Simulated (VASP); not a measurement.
Here is a VASP 6.6.1 calculation.

File INCAR:

```
PREC = Accurate
ENCUT = 520
EDIFF = 1E-7
ISMEAR = -1
SIGMA = 0.1
LREAL = F
LASPH = T
NELM = 100
ALGO = Normal
ISIF = 2
LWAVE = F
LCHARG = F
GGA = RP
ISYM = 0
NBANDS = 11
```

File KPOINTS:

```
Automatic mesh
0
Gamma
  13 13 9
```

Contents of POSCAR:

```
Si
1.0
   -2.4112569587      2.4123467654      1.3365223936
    2.4123467654     -2.4112569587      1.3365223936
    2.4138538074      2.4138538074     -1.3345264105
Si
2
Direct
    0.9999999129      0.0000000871      0.0000000000
    0.7500000871      0.2499999129      0.5000000000
```

Potentials or basis: VASP PAW PBE potentials, release 64 (Si).

Run with:

```bash
$ cat potpaw_PBE.64/Si/POTCAR > POTCAR
$ mpirun -np 1 vasp_std > vasp.out
```

**Question.** What does it give for the band gap on the k mesh?

**Answer.** Zero (bands 4 and 5 overlap by 5.97 eV).

**Question.** Estimate the pressure.

**Answer.** -0.3 GPa.

Caveat: the PAW data sets were made with another functional, which shifts forces and pressure a little.
